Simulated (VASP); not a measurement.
Wanted: the native input for a VASP 6.6.1 run.

| Property | Result |
| --- | --- |
| Task | relaxation of cell and atoms |
| Functional | LDA |
| Potentials or basis | VASP PAW LDA potentials, release 64 (Sn_d) |
| Cutoff | 600 eV |
| k mesh | 9 × 9 × 12 |
| Occupations | fermi-dirac, width 0.05 eV |
| Spin | no spin polarisation |
| Target pressure | 240 GPa |
| Dipole correction | no |
| Further INCAR settings | ALGO = Normal; EDIFF = 1e-06; IBRION = 2; EDIFFG = -0.005; NSW = 32; ISIF = 3 |

The structure of Sn lies in POSCAR:

```
Sn
1.0
    4.1790219720      0.0000000000      0.0000000000
   -2.0895109860      3.6191391908      0.0000000000
    0.0000000000      0.0000000000      2.4848893005
Sn
3
Direct
    0.0000000000      0.0000000000      0.0000000000
    0.3333333333      0.6666666667      0.5000000000
    0.6666666667      0.3333333333      0.5000000000
```

This isn't the form of Sn at room conditions, which is tetragonal (white tin).

These files were run (other wordings do the same):

INCAR

```
PREC     = Accurate       # precision mode
ENCUT    = 600            # plane-wave cutoff, eV
EDIFF    = 1E-6           # SCF threshold, eV
ISMEAR   = -1             # smearing method
SIGMA    = 0.05           # smearing width, eV
LREAL    = F              # projectors in reciprocal space
LASPH    = T              # aspherical terms in the spheres
NELM     = 60             # most SCF steps
ALGO     = Normal         # electronic algorithm
ISIF     = 3              # what is computed and relaxed
LWAVE    = F              # write WAVECAR
LCHARG   = F              # write CHGCAR
GGA      = CA             # functional
IBRION   = 2              # ionic algorithm
NSW      = 32             # ionic steps
EDIFFG   = -0.005         # ionic threshold
PSTRESS  = 2400.0
```

KPOINTS

```
Automatic mesh
0
Gamma
  9 9 12
```

Potentials or basis: VASP PAW LDA potentials, release 64 (Sn_d).

Command:

```console
$ cat potpaw_LDA.64/Sn_d/POTCAR > POTCAR
$ mpirun -np 1 vasp_std > vasp.out
```

Results of the run:

```json
{
 "Relaxed volume": "12.56 Å³/atom",
 "Relaxed cell": "a = 4.182 Å, b = 4.182 Å, c = 2.488 Å, α = 90.00°, β = 90.00°, γ = 120.00°",
 "Space group after relaxing (to 0.1 Å)": "P6/mmm (No. 191)",
 "Energy change on relaxing (the run minimises the enthalpy)": "-48.3 meV/atom",
 "Ionic steps": "5",
 "Pressure after relaxing": "240.0 GPa",
 "Band gap on the k mesh": "zero (bands 21 and 22 overlap by 9.19 eV)"
}
```

Caveat: the cell is relaxed towards a set pressure, so the run minimises the enthalpy, not the energy; spin-orbit coupling is left out, which moves the levels of the heavy elements.

Run time: 5.4 min on 1 thread of Intel Xeon 8259CL (shared host), peak memory 0.21 GiB.
